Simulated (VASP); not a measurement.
SiSe4:

```xyz
5
Lattice="4.0832 0.0000 0.0000 0.0000 4.0832 0.0000 0.0000 0.0000 10.3641" Properties=species:S:1:pos:R:3 pbc="T T T"
Si    0.0000    0.0000    0.0000
Se    2.0416    2.0416    4.0802
Se    2.0416    2.0416    6.2839
Se    0.0000    0.0000    2.1045
Se    0.0000    0.0000    8.2596
```

The cell was generated, and may not be a known phase.

| Property | Result |
| --- | --- |
| Program | VASP 6.6.1 |
| Task | relaxation of cell and atoms |
| Functional | PBE |
| Potentials or basis | VASP PAW PBE potentials, release 64 (Si, Se) |
| Cutoff | 600 eV |
| k mesh | 10 × 10 × 4 |
| Occupations | gaussian, width 0.1 eV |
| Spin | no spin polarisation |

At the start: pressure 0.1 GPa; volume 34.56 Å³/atom.

**Question.** Where does the relaxation end?

**Answer.** Over 52 steps the energy falls by 13.1 meV/atom and the volume is 35.22 Å³/atom (+1.9 %); space group P4/mmm (No. 123, to 0.1 Å) before and after.

The path:
| step | energy change (eV) | largest force (eV/Å) | pressure (GPa) | volume (Å³) |
| --- | --- | --- | --- | --- |
| 1 | 0.0000 | 0.1221 | 0.06 | 172.79 |
| 3 | -0.0022 | 0.2382 | -0.25 | 173.26 |
| 5 | -0.0051 | 0.2610 | -0.21 | 173.24 |
| 7 | -0.0154 | 0.3621 | -0.01 | 173.16 |
| 9 | -0.0221 | 0.4897 | 0.31 | 173.05 |
| 11 | -0.0355 | 0.4783 | 0.26 | 173.46 |
| 13 | -0.0497 | 0.5340 | 0.60 | 174.56 |
| 15 | -0.0599 | 0.3136 | -0.07 | 175.83 |
| 17 | -0.0628 | 0.0418 | 0.13 | 175.93 |
| 19 | -0.0632 | 0.0543 | -0.03 | 176.78 |
| 21 | -0.0636 | 0.0510 | -0.02 | 177.20 |
| 23 | -0.0638 | 0.1830 | 0.03 | 179.13 |
| 25 | -0.0643 | 0.0866 | 0.00 | 178.50 |
| 27 | -0.0646 | 0.0260 | -0.01 | 179.05 |
| 29 | -0.0647 | 0.0116 | -0.04 | 179.07 |
| 31 | -0.0647 | 0.0272 | -0.08 | 179.08 |
| 33 | -0.0648 | 0.0264 | -0.08 | 179.07 |
| 35 | -0.0649 | 0.0191 | -0.08 | 179.01 |
| 37 | -0.0652 | 0.0154 | -0.06 | 178.76 |
| 39 | -0.0654 | 0.0632 | -0.02 | 178.31 |
| 41 | -0.0656 | 0.0068 | -0.05 | 177.93 |
| 43 | -0.0656 | 0.0116 | -0.01 | 177.76 |
| 45 | -0.0657 | 0.0141 | -0.01 | 177.09 |
| 47 | -0.0656 | 0.0112 | 0.02 | 175.81 |
| 49 | -0.0656 | 0.0210 | 0.03 | 175.95 |
| 51 | -0.0657 | 0.0107 | 0.01 | 176.07 |
| 52 | -0.0657 | 0.0099 | 0.01 | 176.11 |

Final structure:
```
Si Se
1.0
     3.92094    0.00000    0.00000
     0.00000    3.92094    0.00000
     0.00000    0.00000   11.45524
Si Se
1 4
Direct
  0.00000 0.00000 0.00000
  0.50000 0.50000 0.40409
  0.50000 0.50000 0.59591
  0.00000 0.00000 0.18171
  0.00000 0.00000 0.81829
```
